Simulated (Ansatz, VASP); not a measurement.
# WS2 in VASP and in Ansatz

Contents of POSCAR:

```
WS2
1.0
    3.1814118308      0.0000000000      0.0000000000
   -1.5907059154      2.7551834654      0.0000000000
    0.0000000000      0.0000000000     23.6881441225
W S
2 4
Direct
    0.3333333333      0.6666666667      0.6379431907
    0.6666666667      0.3333333333      0.3620568093
    0.3333333333      0.6666666667      0.2962428036
    0.6666666667      0.3333333333      0.5721035129
    0.3333333333      0.6666666667      0.4278964871
    0.6666666667      0.3333333333      0.7037571964
```

INCAR.step1

```
PREC = Accurate
ENCUT = 520
ISMEAR = 0
SIGMA = 0.02
LREAL = False
LASPH = True
NELM = 80
NBANDS = 35
GGA = PE
ALGO = Normal
EDIFF = 1E-4
LWAVE = True
LCHARG = False
```

File INCAR.step2:

```
PREC = Accurate
ENCUT = 520
EDIFF = 1E-6
ISMEAR = 0
SIGMA = 0.02
LREAL = False
LASPH = True
NELM = 80
ALGO = Normal
ISIF = 2
LWAVE = False
LCHARG = False
METAGGA = R2SCAN
LMIXTAU = True
NBANDS = 35
ISTART = 1
```

File KPOINTS:

```
regular mesh
0
Gamma
  12 12 2
```

Input for Ansatz:

```yaml
crystal:
  lattice:
    - [3.181411564, 0.0, 0.0]
    - [-1.590705782, 2.7551832343, 0.0]
    - [0.0, 0.0, 23.6881499255]
  atoms:
    - { symbol: W, position: [0.3333333333, 0.6666666667, 0.6379439285] }
    - { symbol: W, position: [0.6666666667, 0.3333333333, 0.3620560715] }
    - { symbol: S, position: [0.3333333333, 0.6666666667, 0.2962420885] }
    - { symbol: S, position: [0.6666666667, 0.3333333333, 0.5721042681] }
    - { symbol: S, position: [0.3333333333, 0.6666666667, 0.4278957319] }
    - { symbol: S, position: [0.6666666667, 0.3333333333, 0.7037579115] }
basis:
  ecutwfc: 500
kpoints:
  mp_grid: { grid: [12, 12, 2] }
  band_path: { path: [VBM, CBM], npoints: 2 }
hamiltonian:
  xc: r2scan
scf:
  occupations: { method: gaussian, width: 0.02 }
output:
  forces: true
  stress: true
  eigenvalues: true
```

Alike in both runs: task single point; functional r2SCAN; k mesh 12 × 12 × 2; occupations gaussian, width 0.02 eV; no spin polarisation.

```csv
,VASP,Ansatz
version,VASP 6.6.1,Ansatz 0.2.0
potentials or method,"VASP PAW PBE potentials, release 64 (W_sv, S), cutoff 520 eV","scalar-relativistic, plane waves, PAW"
valence electrons in the cell,52,52
```

```tsv
	VASP	Ansatz	Ansatz less VASP
gap on the k mesh at the Fermi level (eV)	1.60	1.58	-0.018
least direct gap on the mesh (eV)	1.90	1.90	-0.004
rms of the force components (eV/Å)	0.010	0.000	-0.0096
```

VASP's potentials were made for PBE, not for r2SCAN. Atom by atom the forces differ by 0.010 eV/Å (rms over components). The functional is the same, so the differences come from potentials, cutoffs and numerics.

Spin-orbit coupling is off throughout.
